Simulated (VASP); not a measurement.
# BN (P6_3mc) in VASP: further runs

Runs on BN. Level: PBE. Tasks: single point.

Everything below comes from runs of VASP 6.6.1. Logs are shortened: lines on timing, memory, paths and dates and some standing lists are left out, and cuts for length are marked.

## 1. The cell of the first run

It takes space group P6_3mc (No. 186, hexagonal). Conventional cell: a = 2.452 Å, b = 2.452 Å, c = 4.058 Å, α = 90.00°, β = 90.00°, γ = 120.00°. B (site symmetry 3m) has 4 N at 1.50 to 1.52 Å within 2.0 Å. Within 2.0 Å of N (site symmetry 3m) lie 4 B at 1.50 to 1.52 Å.

## 2. Single point, PBE (strain -0.040 along x and y, -0.040 along z)

Contents of INCAR:

```
PREC     = Accurate       # precision mode
ENCUT    = 520            # plane-wave cutoff, eV
EDIFF    = 1E-6           # SCF threshold, eV
ISMEAR   = 0              # smearing method
SIGMA    = 0.05           # smearing width, eV
LREAL    = False          # projectors in reciprocal space
LASPH    = True           # aspherical terms in the spheres
NELM     = 80             # most SCF steps
ALGO     = Normal         # electronic algorithm
ISIF     = 2              # what is computed and relaxed
LWAVE    = False          # write WAVECAR
LCHARG   = False          # write CHGCAR
GGA      = PE             # functional
NBANDS   = 16             # bands
```

Contents of KPOINTS:

```
regular mesh
0
Gamma
  12 12 6
```

Contents of POSCAR:

```
BN
1.0
    2.4517820176      0.0000000000      0.0000000000
   -1.2258910088      2.1233055118      0.0000000000
    0.0000000000      0.0000000000      4.0577808000
B N
2 2
Direct
    0.6666666667      0.3333333333      0.9997240000
    0.3333333333      0.6666666667      0.4997240000
    0.6666666667      0.3333333333      0.6252760000
    0.3333333333      0.6666666667      0.1252760000
```

Potentials or basis: VASP PAW PBE potentials, release 64 (B, N).

On the command line:

```sh
> cat potpaw_PBE.64/B/POTCAR potpaw_PBE.64/N/POTCAR > POTCAR
> mpirun -np 1 vasp_std > vasp.out
```

OUTCAR:

```text
PREC = Accurate
   ENCUT = 520
   EDIFF = 1E-6
   ISMEAR = 0
   LREAL = False
   LASPH = True
   NELM = 80
   ISIF = 2
   GGA = PE

 ion  position               nearest neighbor table
   1  0.667  0.333  1.000-   4 1.50   4 1.50   4 1.50   3 1.52
   2  0.333  0.667  0.500-   3 1.50   3 1.50   3 1.50   4 1.52
   3  0.667  0.333  0.625-   2 1.50   2 1.50   2 1.50   1 1.52
   4  0.333  0.667  0.125-   1 1.50   1 1.50   1 1.50   2 1.52

  LATTYP: Found a hexagonal cell.
 ALAT       =     2.4517820176
 C/A-ratio  =     1.6550332660

  Lattice vectors:

 A1 = (   2.4517820176,   0.0000000000,   0.0000000000)
 A2 = (  -1.2258910088,   2.1233055118,   0.0000000000)
 A3 = (   0.0000000000,   0.0000000000,   4.0577808000)

Analysis of symmetry for initial positions (statically):
=====================================================================
 Subroutine PRICEL returns:
 Original cell was already a primitive cell.

 Routine SETGRP: Setting up the symmetry group for a
 hexagonal supercell.

 Subroutine GETGRP returns: Found 12 space group operations
 (whereof  6 operations were pure point group operations)
 out of a pool of 24 trial point group operations.

The static configuration has the point symmetry C_3v.
 The point group associated with its full space group is C_6v.

Analysis of symmetry for dynamics (positions and initial velocities):
=====================================================================
 Subroutine PRICEL returns:
 Original cell was already a primitive cell.

 Routine SETGRP: Setting up the symmetry group for a
 hexagonal supercell.

 Subroutine GETGRP returns: Found 12 space group operations
 (whereof  6 operations were pure point group operations)
 out of a pool of 24 trial point group operations.

The dynamic configuration has the point symmetry C_3v.
 The point group associated with its full space group is C_6v.

 Subroutine INISYM returns: Found 12 space group operations
 (whereof  6 operations are pure point group operations),
 and found     1 'primitive' translations

----------------------------------------------------------------------------------------

                                     Primitive cell

  volume of cell :      21.1243

  direct lattice vectors                    reciprocal lattice vectors
     2.451782018  0.000000000  0.000000000     0.407866602  0.235481892  0.000000000
    -1.225891009  2.123305512  0.000000000     0.000000000  0.470963785  0.000000000
     0.000000000  0.000000000  4.057780800     0.000000000  0.000000000  0.246440123

  length of vectors
     2.451782018  2.451782018  4.057780800     0.470963785  0.470963785  0.246440123

  position of ions in fractional coordinates (direct lattice)
     0.666666667  0.333333333  0.999724000
     0.333333333  0.666666667  0.499724000
     0.666666667  0.333333333  0.625276000
     0.333333333  0.666666667  0.125276000

  ion indices of the primitive-cell ions
   primitive index   ion index
                 1           1
                 2           2
                 3           3
                 4           4

----------------------------------------------------------------------------------------

 KPOINTS: regular mesh

Automatic generation of k-mesh.
 Grid dimensions read from file:
 generate k-points for:   12   12    6

 Generating k-lattice:

  Cartesian coordinates                     Fractional coordinates (reciprocal lattice)
     0.033988883  0.019623491  0.000000000     0.083333333  0.000000000  0.000000000
     0.000000000  0.039246982  0.000000000     0.000000000  0.083333333  0.000000000
     0.000000000  0.000000000  0.041073354     0.000000000  0.000000000  0.166666667

  Length of vectors
     0.039246982  0.039246982  0.041073354

  Shift w.r.t. Gamma in fractional coordinates (k-lattice)
     0.000000000  0.000000000  0.000000000

 Subroutine IBZKPT returns following result:
 ===========================================

 Found     76 irreducible k-points:

 Following reciprocal coordinates:
            Coordinates               Weight
  0.000000  0.000000  0.000000      1.000000
  0.083333  0.000000  0.000000      6.000000
  0.166667  0.000000  0.000000      6.000000
  0.250000  0.000000  0.000000      6.000000
  0.333333  0.000000  0.000000      6.000000
  0.416667  0.000000  0.000000      6.000000
[... 16 lines left out ...]
  0.250000  0.000000  0.166667     12.000000
  0.333333  0.000000  0.166667     12.000000
 [... further k-points ...]
   k-points           NKPTS =     76   k-points in BZ     NKDIM =     76   number of bands    NBANDS=     16
   number of dos      NEDOS =    301   number of ions     NIONS =      4
   total plane-waves  NPLWV =   9720
   dimension x,y,z NGX =    18 NGY =   18 NGZ =   30
   dimension x,y,z NGXF=    36 NGYF=   36 NGZF=   60
   ions per type =               2   2
   NGX,Y,Z   is equivalent  to a cutoff of  12.21, 12.21, 12.29 a.u.
   NGXF,Y,Z  is equivalent  to a cutoff of  24.41, 24.41, 24.58 a.u.
 SYSTEM =  unknown system
   PREC   = accura    normal or accurate (medium, high low for compatibility)
   ISTART =      0    job   : 0-new  1-cont  2-samecut
   ICHARG =      2    charge: 1-file 2-atom 10-const
   ISPIN  =      1    spin polarized calculation?
   LNONCOLLINEAR =      F non collinear calculations
   LSORBIT =      F    spin-orbit coupling
   LASPH  =      T    aspherical Exc in radial PAW
   ENCUT  =  520.0 eV  38.22 Ry    6.18 a.u.   4.56  4.56  7.54*2*pi/ulx,y,z
   NELM   =     80;   NELMIN=  2; NELMDL= -5     # of ELM steps
   EDIFF  = 0.1E-05   stopping-criterion for ELM
   LREAL  =      F    real-space projection
   EDIFFG = 0.1E-04   stopping-criterion for IOM
   NSW    =      0    number of steps for IOM
   IBRION =     -1    ionic relax: 0-MD 1-quasi-New 2-CG
   NFREE  =      0    steps in history (QN), initial steepest desc. (CG)
   ISIF   =      2    stress and relaxation
   ISYM   =      2    0-nonsym 1-usesym 2-fastsym
   POTIM  = 0.5000    time-step for ionic-motion
   TEBEG  =    0.0;   TEEND  =   0.0 temperature during run
   PSTRESS=    0.0 pullay stress
   NELECT =      16.0000    total number of electrons
   NUPDOWN=      -1.0000    fix difference up-down
   EMIN   =  10.00;   EMAX   =-10.00  energy-range for DOS
   EFERMI =   0.00;   METHOD = LEGACY
   ISMEAR =     0;   SIGMA  =   0.05  broadening in eV -4-tet -1-fermi 0-gaus
   EFERMI_NEDOS =   21; number of points for ismear=-14 and -15
   IALGO  =     38    algorithm
   IMIX   =      4    mixing-type and parameters
     AMIX     =   0.40;   BMIX     =  1.00
     AMIX_MAG =   1.60;   BMIX_MAG =  1.00
  volume/ion in A,a.u.               =       5.28        35.64
  Fermi-wavevector in a.u.,A,eV,Ry     =   1.492292  2.820023 30.299301  2.226936
  Thomas-Fermi vector in A             =   2.604839
   LORBIT       =      0    0 simple, 1 ext, 2 COOP (PROOUT), +10 PAW based schemes
   GGA     = PE    functional components
   LHFCALC =     F    Hartree Fock is set to
   AEXX    =    0.0000 exact exchange contribution
   IVDW    =     0    specifies the selected vdW correction
   LEPSILON=     F    determine dielectric tensor
   LRPA    =     F    only Hartree local field effects (RPA)
 non-spin polarized calculation
 Gauss-broadening in eV      SIGMA  =   0.05
  energy-cutoff  :      520.00
  volume of cell :       21.12
 maximum number of plane-waves:       592
   NGX =  9   NGY =  9   NGZ = 15

 number of electron      16.0000000 magnetization

 Free energy of the ion-electron system (eV)
  ---------------------------------------------------
  ext. energy  EPLUGINS =         0.00000000
  ---------------------------------------------------
  free energy    TOTEN  =       -34.37678816 eV

  energy without entropy =      -34.37678816  energy(sigma->0) =      -34.37678816

 E-fermi :   9.3133     XC(G=0): -13.3739

 val. band max:        9.0330125963   @ k =   0.0000   0.0000   0.0000
 cond. band min:      14.0032089091   @ k =   0.3333   0.3333   0.0000
 fundamental gap:      4.9701963128
 Fermi energy:         9.3133480368

 k-point     1 :       0.0000    0.0000    0.0000
  band No.  band energies     occupation
      1     -12.7358      2.00000
      2      -8.0429      2.00000
      3      -3.0112      2.00000
      4       6.6570      2.00000
      5       6.6570      2.00000
      6       8.7104      2.00000
[... 8 lines left out ...]
     15      21.8015      0.00000
     16      26.7211      0.00000

 k-point     2 :       0.0833    0.0000    0.0000
  band No.  band energies     occupation
      1     -12.5705      2.00000
      2      -7.9129      2.00000
      3      -2.8497      2.00000
      4       5.9148      2.00000
      5       6.3349      2.00000
      6       8.4271      2.00000
[... 8 lines left out ...]
     15      22.3068      0.00000
     16      26.4138      0.00000

 k-point     3 :       0.1667    0.0000    0.0000
  band No.  band energies     occupation
      1     -12.0794      2.00000
      2      -7.5393      2.00000
      3      -2.3712      2.00000
      4       4.1171      2.00000
      5       5.5854      2.00000
      6       6.9283      2.00000
[... 8 lines left out ...]
     15      23.6193      0.00000
     16      25.4451      0.00000

 k-point     4 :       0.2500    0.0000    0.0000
  band No.  band energies     occupation
      1     -11.2775      2.00000
      2      -6.9871      2.00000
      3      -1.5995      2.00000
      4       1.9741      2.00000
      5       4.7539      2.00000
      6       5.0278      2.00000
[... 8 lines left out ...]
     15      25.3207      0.00000
     16      25.9473      0.00000
[... 324 lines left out ...]
 k-point    22 :       0.1667    0.0000    0.1667
  band No.  band energies     occupation
      1     -11.9011      2.00000
      2      -8.1829      2.00000
      3      -1.4380      2.00000
      4       4.2732      2.00000
      5       5.7317      2.00000
      6       6.4597      2.00000
[... 8 lines left out ...]
     15      23.6214      0.00000
     16      25.6513      0.00000

 k-point    23 :       0.2500    0.0000    0.1667
  band No.  band energies     occupation
      1     -11.1039      2.00000
      2      -7.5635      2.00000
      3      -0.8183      2.00000
      4       2.1996      2.00000
      5       4.5502      2.00000
      6       4.9081      2.00000
[... 8 lines left out ...]
     15      24.9346      0.00000
     16      26.1165      0.00000

 k-point    24 :       0.3333    0.0000    0.1667
  band No.  band energies     occupation
      1     -10.0386      2.00000
      2      -6.8842      2.00000
      3      -0.6556      2.00000
      4       0.9400      2.00000
      5       2.5928      2.00000
      6       4.2174      2.00000
[... 8 lines left out ...]
     15      26.5318      0.00000
     16      27.0907      0.00000

 [... further k-points ...]
[... 5 lines left out ...]
  --------------------------------------------------------------------------------------
  -------------------------------------------------------------------------------------
  Total        7.5932172      7.5932172      7.5769229      0.0000000      0.0000000      0.0000000
  in kB      575.9084906    575.9084906    574.6726481      0.0000000      0.0000000      0.0000000
  external PRESSURE =     575.4965431 kB  Pullay stress =       0.0000000 kB

 VOLUME and BASIS-vectors are now :
 -----------------------------------------------------------------------------
  energy-cutoff  :      520.00
  volume of cell :       21.12
      direct lattice vectors                 reciprocal lattice vectors
     2.451782018  0.000000000  0.000000000     0.407866602  0.235481892  0.000000000
    -1.225891009  2.123305512  0.000000000     0.000000000  0.470963785  0.000000000
     0.000000000  0.000000000  4.057780800     0.000000000  0.000000000  0.246440123

 POSITION                                       TOTAL-FORCE (eV/Angst)
 -----------------------------------------------------------------------------------
      1.22589      0.70777      4.05666         0.000000      0.000000     -0.090363
     -0.00000      1.41554      2.02777        -0.000000     -0.000000     -0.090363
      1.22589      0.70777      2.53723         0.000000     -0.000000      0.090363
     -0.00000      1.41554      0.50834        -0.000000      0.000000      0.090363
 -----------------------------------------------------------------------------------
    total drift:                               -0.000000     -0.000000      0.000461

  FREE ENERGIE OF THE ION-ELECTRON SYSTEM (eV)
  ---------------------------------------------------
  free  energy   TOTEN  =       -34.3767881632 eV

  energy  without entropy=      -34.3767881632  energy(sigma->0) =      -34.37678816
```

It took 17 s on 1 thread of Intel Xeon 6975P-C, shared host; peak memory 0.14 GiB.

Results:

```
Free energy            : -34.3768 eV
Pressure               : 57.5 GPa
Largest force          : 0.090 eV/Å
Band gap on the k mesh : 4.97 eV, indirect (least direct gap 8.81 eV)
```

Forces in eV/Å, atoms in the order of the input:
```
B    0.000  0.000 -0.090
B    0.000  0.000 -0.090
N    0.000  0.000  0.090
N    0.000  0.000  0.090
```

Caveat: the cell differs from its parent crystal (strain -0.040 along x and y, -0.040 along z). A k mesh can miss the band edges.

## 3. Single point, PBE (strain -0.080 along x and y, +0.080 along z)

Contents of INCAR:

```
ALGO     = Normal         # electronic algorithm
EDIFF    = 1E-7           # SCF threshold, eV
ENCUT    = 520            # plane-wave cutoff, eV
GGA      = PE             # functional
ISIF     = 2              # what is computed and relaxed
ISMEAR   = 0              # smearing method
LASPH    = T              # aspherical terms in the spheres
LCHARG   = T              # write CHGCAR
LELF     = T              # ELF
LREAL    = F              # projectors in reciprocal space
LVHAR    = T            
LWAVE    = F              # write WAVECAR
NBANDS   = 16             # bands
NELM     = 80             # most SCF steps
PREC     = Accurate       # precision mode
SIGMA    = 0.05           # smearing width, eV
```

Contents of KPOINTS:

```
k-points
0
Gamma
  12 12 6
```

Contents of POSCAR:

```
BN
1.0
    2.3496244336      0.0000000000      0.0000000000
   -1.1748122168      2.0348344488      0.0000000000
    0.0000000000      0.0000000000      4.5650034000
B N
2 2
Direct
    0.6666666667      0.3333333333      0.9997240000
    0.3333333333      0.6666666667      0.4997240000
    0.6666666667      0.3333333333      0.6252760000
    0.3333333333      0.6666666667      0.1252760000
```

Potentials or basis: VASP PAW PBE potentials, release 64 (B, N).

On the command line:

```sh
> cat potpaw_PBE.64/B/POTCAR potpaw_PBE.64/N/POTCAR > POTCAR
> mpirun -np 1 vasp_std > vasp.out
```

It took 16 s on 1 thread of Intel Xeon 6975P-C, shared host; peak memory 0.14 GiB.

It converged, with:

| Property | Result |
| --- | --- |
| Free energy | -33.2770 eV |
| Pressure | 53.2 GPa |
| Largest force | 0.171 eV/Å |
| Band gap on the k mesh | 3.55 eV, direct |

Forces on the atoms (eV/Å):
```
B    0.000  0.000  0.171
B    0.000  0.000  0.171
N    0.000  0.000 -0.171
N    0.000  0.000 -0.171
```

Stress tensor (GPa, compression positive):
```
111.35   0.00   0.00
  0.00 111.35   0.00
  0.00   0.00 -63.22
```

Levels at points of the mesh, in eV from the valence-band top:
```csv
k point,band 6,band 7,band 8,band 9,band 10,band 11
"(0.00, 0.00, 0.00)",-1.25,0.00,0.00,3.55,10.11,10.11
"(0.50, 0.00, 0.00)",-4.82,-4.72,-2.96,6.46,7.99,9.56
"(0.00, 0.00, 0.50)",-0.67,-0.67,-0.67,9.80,9.80,11.25
"(0.50, 0.00, 0.50)",-4.78,-3.93,-3.93,5.30,5.30,10.41
```

Caveat: the cell differs from its parent crystal (strain -0.080 along x and y, +0.080 along z).
